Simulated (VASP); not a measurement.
Set up this calculation in VASP 6.6.1, as the native input.

```yaml
Task: single point
Functional: PBEsol
Potentials_or_basis: VASP PAW PBE potentials, release 64 (Hf_pv, N)
Cutoff: 520 eV
k_mesh: 18 × 18 × 18
Occupations: gaussian, width 0.15 eV
Spin: no spin polarisation
Dipole_correction: no
Further_INCAR_settings: ALGO = Normal; EDIFF = 1e-06; NBANDS = 14
```

The structure of HfN lies in POSCAR:

```
HfN
1.0
    0.0000000000      2.2307625000      2.2590000000
    2.2872375000      0.0000000000      2.2590000000
    2.2872375000      2.2307625000      0.0000000000
Hf N
1 1
Direct
    0.0000000000      0.0000000000      0.0000000000
    0.5000000000      0.5000000000      0.5000000000
```

This cell differs from its parent crystal: strain +0.0125 x Voigt [1, -1, 0, 0, 0, 0].

These files were run (other wordings do the same):

INCAR

```
ALGO = Normal
EDIFF = 1E-6
ENCUT = 520
GGA = PS
ISIF = 2
ISMEAR = 0
LASPH = T
LCHARG = F
LREAL = F
LWAVE = F
NBANDS = 14
NELM = 60
PREC = Accurate
SIGMA = 0.15
```

KPOINTS

```
k-points
0
Gamma
  18 18 18
```

Potentials or basis: VASP PAW PBE potentials, release 64 (Hf_pv, N).

Command:

```bash
$ cat potpaw_PBE.64/Hf_pv/POTCAR potpaw_PBE.64/N/POTCAR > POTCAR
$ mpirun -np 1 vasp_std > vasp.out
```

It gave:

- Pressure: -4.8 GPa
- Band gap on the k mesh: zero (an odd number of electrons rules out a gap without spin polarisation)

Caveat: the cell differs from its parent crystal (strain +0.0125 x Voigt [1, -1, 0, 0, 0, 0]); the stress differs along the axes, from -11 to 1 GPa; the PAW data sets were made with another functional, which shifts forces and pressure a little; spin-orbit coupling is left out, which moves the levels of the heavy elements.

Run time: 3.6 min on 1 thread of Intel Xeon 8259CL, with other jobs on the host, peak memory 0.39 GiB.
